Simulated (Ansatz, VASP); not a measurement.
Co: VASP beside Ansatz

Contents of INCAR:

```
SYSTEM = Co
PREC = Accurate
ENCUT = 520
EDIFF = 1E-6
ISMEAR = -1
SIGMA = 0.05
LREAL = .FALSE.
LASPH = .TRUE.
NELM = 150
ALGO = Normal
ISIF = 2
LWAVE = .FALSE.
LCHARG = .FALSE.
ISPIN = 2
MAGMOM = 1 1
LORBIT = 11
NUPDOWN = 2.0
LMAXMIX = 4
GGA = PE
NBANDS = 20
```

File KPOINTS:

```
regular mesh
0
G
  12 12 7
  0 0 0
```

POSCAR

```
Co
1.0
    2.4719999032      0.0000000000      0.0000000000
   -1.2359999516      2.1408147143      0.0000000000
    0.0000000000      0.0000000000      4.0211440800
Co
2
Direct
    0.6666666667      0.3333333333      0.7500000000
    0.3333333333      0.6666666667      0.2500000000
```

Contents of input.yaml:

```yaml
crystal:
  lattice:
    - [2.4719999032, 0.0, 0.0]
    - [-1.2359999516, 2.1408147143, 0.0]
    - [0.0, 0.0, 4.02114408]
  atoms:
    - { symbol: Co, position: [0.6666666667, 0.3333333333, 0.75], spin: 1.0 }
    - { symbol: Co, position: [0.3333333333, 0.6666666667, 0.25], spin: 1.0 }
kpoints:
  mp_grid: { grid: [12, 12, 7] }
scf:
  occupations: { method: fermi_dirac, width: 0.05 }
hamiltonian:
  xc: pbe
  pseudopotentials: { kind: all_electron, lapw: { basis_error: 0.001 } }
magnetization:
  spin_polarized: true
  initial_magnetization: 2.0
  spin_locking: { lock_magnetization: hard }
output:
  forces: true
  stress: true
  eigenvalues: true
```

Alike in both runs: task single point; functional PBE; k mesh 12 × 12 × 7; occupations fermi-dirac, width 0.05 eV; collinear spin; fixed moment 2 μB.

|  | VASP | Ansatz |
| --- | --- | --- |
| version | VASP 6.6.1 | Ansatz 0.2.0 |
| potentials or method | VASP PAW PBE potentials, release 64 (Co), cutoff 520 eV | all-electron LAPW, scalar-relativistic |

Ansatz gave:

| Property | Result |
| --- | --- |
| pressure (GPa) | -2.8 |
| traceless stress, the component that is largest in VASP (GPa) | -1.74 |
| size of the moment on the site where the two differ most (μB) | 1.04 |

Problem. What did VASP give for the same quantities?

Solution. Pressure (GPa): -3.3; traceless stress, the component that is largest in VASP (GPa): -1.77; size of the moment on the site where the two differ most (μB): 1.02.

Site moments also hang on the region over which each program counts them. Ansatz ran all-electron here, and VASP with PAW potentials.
